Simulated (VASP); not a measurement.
Write the native input for VASP 6.6.1 that does the following.

| Quantity | Value |
| --- | --- |
| Task | relaxation of cell and atoms |
| Functional | PBEsol |
| Potentials or basis | VASP PAW PBE potentials, release 64 (In_d, Au) |
| Cutoff | 600 eV |
| k mesh | 12 × 12 × 12 |
| Occupations | gaussian, width 0.1 eV |
| Spin | no spin polarisation |
| Dipole correction | no |
| Further INCAR settings | ALGO = Normal; EDIFF = 1e-07; IBRION = 2; EDIFFG = -0.005; NSW = 100; ISIF = 3 |

The structure of In2Au lies in POSCAR:

```
In2Au
1.0
    0.0000000000      3.2510000000      3.2510000000
    3.2510000000      0.0000000000      3.2510000000
    3.2510000000      3.2510000000      0.0000000000
In Au
2 1
Direct
    0.2500000000      0.2500000000      0.2500000000
    0.7500000000      0.7500000000      0.7500000000
    0.0000000000      0.0000000000      0.0000000000
```

The input as run:

INCAR

```
SYSTEM = In2Au
PREC     = Accurate       ! precision mode
ENCUT    = 600            ! plane-wave cutoff, eV
EDIFF    = 1E-7           ! SCF threshold, eV
ISMEAR   = 0              ! smearing method
SIGMA    = 0.1            ! smearing width, eV
LREAL    = .False.        ! projectors in reciprocal space
LASPH    = .True.         ! aspherical terms in the spheres
NELM     = 100            ! most SCF steps
ALGO     = Normal         ! electronic algorithm
ISIF     = 3              ! what is computed and relaxed
LWAVE    = .False.        ! write WAVECAR
LCHARG   = .False.        ! write CHGCAR
GGA      = PS             ! functional
IBRION   = 2              ! ionic algorithm
NSW      = 100            ! ionic steps
EDIFFG   = -0.005         ! ionic threshold
```

KPOINTS

```
Automatic mesh
0
Gamma
  12 12 12
  0 0 0
```

Potentials or basis: VASP PAW PBE potentials, release 64 (In_d, Au).

Launch:

```sh
$ cat potpaw_PBE.64/In_d/POTCAR potpaw_PBE.64/Au/POTCAR > POTCAR
$ mpirun -np 1 vasp_std > vasp.out
```

Results of the run:

* Relaxed volume: 23.29 Å³/atom
* Relaxed cell: a = 4.623 Å, b = 4.623 Å, c = 4.623 Å, α = 60.00°, β = 60.00°, γ = 60.00°
* Space group after relaxing (to 0.05 Å): Fm-3m (No. 225)
* Energy gained by relaxing: 1.4 meV/atom
* Ionic steps: 3
* Pressure after relaxing: 0.0 GPa

Caveat: the PAW data sets were made with another functional, which shifts forces and pressure a little.

Run time: 4.4 min on 1 thread of AMD EPYC 7R13 Processor (Zen 3), with other jobs on the host, peak memory 0.29 GiB.
